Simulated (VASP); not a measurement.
# TiSb (P6_3/mmc) in VASP: a series of runs

TiSb is run at these levels: LDA; tasks: single point.

All numbers are computed with VASP 6.6.1; they aren't measurements. Logs are shortened: lines on timing, memory, paths and dates and some standing lists are left out, and cuts for length are marked.

## 1. The cell of the first run

The structure is hexagonal, space group P6_3/mmc (No. 194). Conventional cell: a = 4.090 Å, b = 4.090 Å, c = 6.263 Å, α = 90.00°, β = 90.00°, γ = 120.00°. Within 3.7 Å of Ti (site symmetry -3m) lie 6 Sb at 2.83 Å and 2 Ti at 3.13 Å. Within 3.7 Å of Sb (site symmetry -6m2) lie 6 Ti at 2.83 Å.

## 2. Single point, LDA (22.68 Å³/atom)

Contents of INCAR:

```
SYSTEM = TiSb
PREC = Accurate
ENCUT = 520
EDIFF = 1E-6
ISMEAR = -1
SIGMA = 0.03
LREAL = .False.
LASPH = .True.
NELM = 100
ALGO = Normal
ISIF = 2
LWAVE = .False.
LCHARG = .True.
GGA = CA
LELF = .True.
LVHAR = .True.
NBANDS = 25
```

Contents of KPOINTS:

```
regular mesh
0
Gamma
  12 12 7
  0 0 0
```

Contents of POSCAR:

```
TiSb
1.0
    4.0895756060      0.0000000000      0.0000000000
   -2.0447878030      3.5416763655      0.0000000000
    0.0000000000      0.0000000000      6.2625844584
Ti Sb
2 2
Direct
    0.0000000000      0.0000000000      0.0000000000
    0.0000000000      0.0000000000      0.5000000000
    0.3333333333      0.6666666667      0.2500000000
    0.6666666667      0.3333333333      0.7500000000
```

Potentials or basis: VASP PAW LDA potentials, release 64 (Ti_sv, Sb).

Command:

```sh
> cat potpaw_LDA.64/Ti_sv/POTCAR potpaw_LDA.64/Sb/POTCAR > POTCAR
> mpirun -np 1 vasp_std > vasp.out
```

OUTCAR:

```text
SYSTEM = TiSb
   PREC = Accurate
   ENCUT = 520
   EDIFF = 1E-6
   ISMEAR = -1
   LREAL = .False.
   LASPH = .True.
   NELM = 100
   ISIF = 2
   GGA = CA

 ion  position               nearest neighbor table
   1  0.000  0.000  0.000-   3 2.83   4 2.83   4 2.83   3 2.83   4 2.83   3 2.83
   2  0.000  0.000  0.500-   3 2.83   4 2.83   4 2.83   3 2.83   4 2.83   3 2.83
   3  0.333  0.667  0.250-   1 2.83   2 2.83   1 2.83   2 2.83   1 2.83   2 2.83
   4  0.667  0.333  0.750-   1 2.83   2 2.83   1 2.83   2 2.83   1 2.83   2 2.83

  LATTYP: Found a hexagonal cell.
 ALAT       =     4.0895756060
 C/A-ratio  =     1.5313531432

  Lattice vectors:

 A1 = (   4.0895756060,   0.0000000000,   0.0000000000)
 A2 = (  -2.0447878030,   3.5416763655,   0.0000000000)
 A3 = (   0.0000000000,   0.0000000000,   6.2625844584)

Analysis of symmetry for initial positions (statically):
=====================================================================
 Subroutine PRICEL returns:
 Original cell was already a primitive cell.

 Routine SETGRP: Setting up the symmetry group for a
 hexagonal supercell.

 Subroutine GETGRP returns: Found 24 space group operations
 (whereof 12 operations were pure point group operations)
 out of a pool of 24 trial point group operations.

The static configuration has the point symmetry D_3d.
 The point group associated with its full space group is D_6h.

Analysis of symmetry for dynamics (positions and initial velocities):
=====================================================================
 Subroutine PRICEL returns:
 Original cell was already a primitive cell.

 Routine SETGRP: Setting up the symmetry group for a
 hexagonal supercell.

 Subroutine GETGRP returns: Found 24 space group operations
 (whereof 12 operations were pure point group operations)
 out of a pool of 24 trial point group operations.

The dynamic configuration has the point symmetry D_3d.
 The point group associated with its full space group is D_6h.

 Subroutine INISYM returns: Found 24 space group operations
 (whereof 12 operations are pure point group operations),
 and found     1 'primitive' translations

----------------------------------------------------------------------------------------

                                     Primitive cell

  volume of cell :      90.7070

  direct lattice vectors                    reciprocal lattice vectors
     4.089575606  0.000000000  0.000000000     0.244524150  0.141176084  0.000000000
    -2.044787803  3.541676365  0.000000000     0.000000000  0.282352168  0.000000000
     0.000000000  0.000000000  6.262584458     0.000000000  0.000000000  0.159678485

  length of vectors
     4.089575606  4.089575606  6.262584458     0.282352168  0.282352168  0.159678485

  position of ions in fractional coordinates (direct lattice)
     0.000000000  0.000000000  0.000000000
     0.000000000  0.000000000  0.500000000
     0.333333333  0.666666667  0.250000000
     0.666666667  0.333333333  0.750000000

  ion indices of the primitive-cell ions
   primitive index   ion index
                 1           1
                 2           2
                 3           3
                 4           4

----------------------------------------------------------------------------------------

 KPOINTS: regular mesh

Automatic generation of k-mesh.
 Grid dimensions read from file:
 generate k-points for:   12   12    7

 Generating k-lattice:

  Cartesian coordinates                     Fractional coordinates (reciprocal lattice)
     0.020377013  0.011764674  0.000000000     0.083333333  0.000000000  0.000000000
     0.000000000  0.023529347  0.000000000     0.000000000  0.083333333  0.000000000
     0.000000000  0.000000000  0.022811212     0.000000000  0.000000000  0.142857143

  Length of vectors
     0.023529347  0.023529347  0.022811212

  Shift w.r.t. Gamma in fractional coordinates (k-lattice)
     0.000000000  0.000000000  0.000000000

 Subroutine IBZKPT returns following result:
 ===========================================

 Found     76 irreducible k-points:

 Following reciprocal coordinates:
            Coordinates               Weight
  0.000000  0.000000  0.000000      1.000000
  0.083333  0.000000  0.000000      6.000000
  0.166667  0.000000  0.000000      6.000000
  0.250000 -0.000000  0.000000      6.000000
  0.333333  0.000000  0.000000      6.000000
  0.416667 -0.000000  0.000000      6.000000
[... 16 lines left out ...]
  0.250000 -0.000000  0.142857     12.000000
  0.333333  0.000000  0.142857     12.000000
 [... further k-points ...]
   k-points           NKPTS =     76   k-points in BZ     NKDIM =     76   number of bands    NBANDS=     25
   number of dos      NEDOS =    301   number of ions     NIONS =      4
   total plane-waves  NPLWV =  43200
   dimension x,y,z NGX =    30 NGY =   30 NGZ =   48
   dimension x,y,z NGXF=    60 NGYF=   60 NGZF=   96
   ions per type =               2   2
   NGX,Y,Z   is equivalent  to a cutoff of  12.20, 12.20, 12.74 a.u.
   NGXF,Y,Z  is equivalent  to a cutoff of  24.39, 24.39, 25.48 a.u.
 SYSTEM =  TiSb
   PREC   = accura    normal or accurate (medium, high low for compatibility)
   ISTART =      0    job   : 0-new  1-cont  2-samecut
   ICHARG =      2    charge: 1-file 2-atom 10-const
   ISPIN  =      1    spin polarized calculation?
   LNONCOLLINEAR =      F non collinear calculations
   LSORBIT =      F    spin-orbit coupling
   LASPH  =      T    aspherical Exc in radial PAW
   ENCUT  =  520.0 eV  38.22 Ry    6.18 a.u.   7.60  7.60 11.64*2*pi/ulx,y,z
   NELM   =    100;   NELMIN=  2; NELMDL= -5     # of ELM steps
   EDIFF  = 0.1E-05   stopping-criterion for ELM
   LREAL  =      F    real-space projection
   EDIFFG = 0.1E-04   stopping-criterion for IOM
   NSW    =      0    number of steps for IOM
   IBRION =     -1    ionic relax: 0-MD 1-quasi-New 2-CG
   NFREE  =      0    steps in history (QN), initial steepest desc. (CG)
   ISIF   =      2    stress and relaxation
   ISYM   =      2    0-nonsym 1-usesym 2-fastsym
   POTIM  = 0.5000    time-step for ionic-motion
   TEBEG  =    0.0;   TEEND  =   0.0 temperature during run
   PSTRESS=    0.0 pullay stress
   NELECT =      34.0000    total number of electrons
   NUPDOWN=      -1.0000    fix difference up-down
   EMIN   =  10.00;   EMAX   =-10.00  energy-range for DOS
   EFERMI =   0.00;   METHOD = LEGACY
   ISMEAR =    -1;   SIGMA  =   0.03  broadening in eV -4-tet -1-fermi 0-gaus
   EFERMI_NEDOS =   21; number of points for ismear=-14 and -15
   IALGO  =     38    algorithm
   IMIX   =      4    mixing-type and parameters
     AMIX     =   0.40;   BMIX     =  1.00
     AMIX_MAG =   1.60;   BMIX_MAG =  1.00
  volume/ion in A,a.u.               =      22.68       153.03
  Fermi-wavevector in a.u.,A,eV,Ry     =   1.180377  2.230590 18.956873  1.393291
  Thomas-Fermi vector in A             =   2.316671
   LORBIT       =      0    0 simple, 1 ext, 2 COOP (PROOUT), +10 PAW based schemes
   GGA     = CA    functional components
   LHFCALC =     F    Hartree Fock is set to
   AEXX    =    0.0000 exact exchange contribution
   IVDW    =     0    specifies the selected vdW correction
   LEPSILON=     F    determine dielectric tensor
   LRPA    =     F    only Hartree local field effects (RPA)
 non-spin polarized calculation
  energy-cutoff  :      520.00
  volume of cell :       90.71
 maximum number of plane-waves:      2466
   NGX = 15   NGY = 15   NGZ = 23

 number of electron      33.9999989 magnetization

 Free energy of the ion-electron system (eV)
  ---------------------------------------------------
  ext. energy  EPLUGINS =         0.00000000
  ---------------------------------------------------
  free energy    TOTEN  =       -28.66517169 eV

  energy without entropy =      -28.65339392  energy(sigma->0) =      -28.65928280

 E-fermi :   7.9477     XC(G=0): -10.7099

 val. band max:        7.9458542697   @ k =   0.3333   0.0000   0.4286
 cond. band min:       7.9492313779   @ k =   0.3333   0.2500   0.2857
 fundamental gap:      0.0033771082
 Fermi energy:         7.9477093293

 k-point     1 :       0.0000    0.0000    0.0000
  band No.  band energies     occupation
      1     -48.7782      2.00000
      2     -48.7605      2.00000
      3     -25.5034      2.00000
      4     -25.5034      2.00000
      5     -25.4834      2.00000
      6     -25.4834      2.00000
[... 17 lines left out ...]
     24      10.6864      0.00000
     25      11.5917      0.00000

 k-point     2 :       0.0833    0.0000    0.0000
  band No.  band energies     occupation
      1     -48.7781      2.00000
      2     -48.7605      2.00000
      3     -25.5049      2.00000
      4     -25.5038      2.00000
      5     -25.4846      2.00000
      6     -25.4836      2.00000
[... 17 lines left out ...]
     24      10.6630      0.00000
     25      11.4177      0.00000

 k-point     3 :       0.1667    0.0000    0.0000
  band No.  band energies     occupation
      1     -48.7779      2.00000
      2     -48.7603      2.00000
      3     -25.5089      2.00000
      4     -25.5048      2.00000
      5     -25.4876      2.00000
      6     -25.4842      2.00000
[... 17 lines left out ...]
     24      10.7185      0.00000
     25      10.9818      0.00000

 k-point     4 :       0.2500   -0.0000    0.0000
  band No.  band energies     occupation
      1     -48.7776      2.00000
      2     -48.7600      2.00000
      3     -25.5143      2.00000
      4     -25.5062      2.00000
      5     -25.4919      2.00000
      6     -25.4850      2.00000
[... 17 lines left out ...]
     24      10.5155      0.00000
     25      11.2335      0.00000
[... 477 lines left out ...]
 k-point    22 :       0.1667    0.0000    0.1429
  band No.  band energies     occupation
      1     -48.7770      2.00000
      2     -48.7611      2.00000
      3     -25.5078      2.00000
      4     -25.5038      2.00000
      5     -25.4887      2.00000
      6     -25.4852      2.00000
[... 17 lines left out ...]
     24      10.3700      0.00000
     25      11.0965      0.00000

 k-point    23 :       0.2500   -0.0000    0.1429
  band No.  band energies     occupation
      1     -48.7767      2.00000
      2     -48.7609      2.00000
      3     -25.5132      2.00000
      4     -25.5052      2.00000
      5     -25.4930      2.00000
      6     -25.4860      2.00000
[... 17 lines left out ...]
     24      10.4025      0.00000
     25      11.2249      0.00000

 k-point    24 :       0.3333    0.0000    0.1429
  band No.  band energies     occupation
      1     -48.7764      2.00000
      2     -48.7606      2.00000
      3     -25.5186      2.00000
      4     -25.5065      2.00000
      5     -25.4972      2.00000
      6     -25.4868      2.00000
[... 17 lines left out ...]
     24      10.3217      0.00000
     25      11.4418      0.00000

 [... further k-points ...]
[... 5 lines left out ...]
  --------------------------------------------------------------------------------------
  -------------------------------------------------------------------------------------
  Total       -4.1920537     -4.1920537     -4.4393689      0.0000000      0.0000000      0.0000000
  in kB      -74.0451660    -74.0451660    -78.4135475      0.0000000      0.0000000      0.0000000
  external PRESSURE =     -75.5012932 kB  Pullay stress =       0.0000000 kB

 VOLUME and BASIS-vectors are now :
 -----------------------------------------------------------------------------
  energy-cutoff  :      520.00
  volume of cell :       90.71
      direct lattice vectors                 reciprocal lattice vectors
     4.089575606  0.000000000  0.000000000     0.244524150  0.141176084  0.000000000
    -2.044787803  3.541676365  0.000000000     0.000000000  0.282352168  0.000000000
     0.000000000  0.000000000  6.262584458     0.000000000  0.000000000  0.159678485

 POSITION                                       TOTAL-FORCE (eV/Angst)
 -----------------------------------------------------------------------------------
      0.00000      0.00000      0.00000         0.000000      0.000000      0.000000
      0.00000      0.00000      3.13129         0.000000      0.000000      0.000000
     -0.00000      2.36112      1.56565         0.000000     -0.000000      0.000000
      2.04479      1.18056      4.69694        -0.000000      0.000000      0.000000
 -----------------------------------------------------------------------------------
    total drift:                               -0.000000      0.000000      0.000000

  FREE ENERGIE OF THE ION-ELECTRON SYSTEM (eV)
  ---------------------------------------------------
  free  energy   TOTEN  =       -28.6651716894 eV

  energy  without entropy=      -28.6533939204  energy(sigma->0) =      -28.65928280
```

It took 2.4 min on 1 thread of AMD EPYC 7R43 (Zen 3), shared host; peak memory 0.24 GiB.

What came out:

```yaml
Free_energy: -28.6652 eV
Pressure: -7.6 GPa
Band_gap_on_the_k_mesh: zero (bands 17 and 18 overlap by 0.48 eV)
```

Caveat: the cell stands under tension; spin-orbit coupling is left out, which moves the levels of the heavy elements.

(Continued in part 2 of 2.)
